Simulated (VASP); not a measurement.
# Ge: single point with r2SCAN

The system is Ge.

```xyz
4
Lattice="2.8655 2.8655 0.0000 -2.8655 2.8655 0.0000 0.0000 0.0000 5.6372" Properties=species:S:1:pos:R:3 pbc="T T T"
Ge    0.0000    0.0000    0.0000
Ge   -1.4327    1.4327    4.2279
Ge    1.4327    1.4327    1.4093
Ge    0.0000    2.8655    2.8186
```

```json
{"Program": "VASP 6.6.1", "Task": "single point", "Functional": "r2SCAN", "Potentials or basis": "VASP PAW PBE potentials, release 64 (Ge_d)", "Cutoff": "520 eV", "k mesh": "8 × 8 × 6, shifted", "Occupations": "gaussian, width 0.01 eV", "Spin": "no spin polarisation"}
```

The pressure is -0.8 GPa. The band gap on the k mesh is 0.88 eV.

Stress tensor (GPa, compression positive):
```
-1.30  0.00  0.00
 0.00 -1.30  0.00
 0.00  0.00  0.15
```

Levels at points of the mesh, in eV from the valence-band top:
```csv
k point,band 25,band 26,band 27,band 28,band 29,band 30,band 31,band 32
"(0.06, 0.06, 0.08)",-3.22,-1.44,-0.39,0.00,1.18,1.38,1.51,2.80
```

Run time: 2.4 min on 1 thread of Intel(R) Xeon(R) 6975P-C (Granite Rapids), with other jobs on the host, peak memory 0.23 GiB.

Caveat: the PAW data sets were made with another functional, which shifts forces and pressure a little; a shifted mesh leaves out Γ, where band edges can lie. A k mesh can miss the band edges.
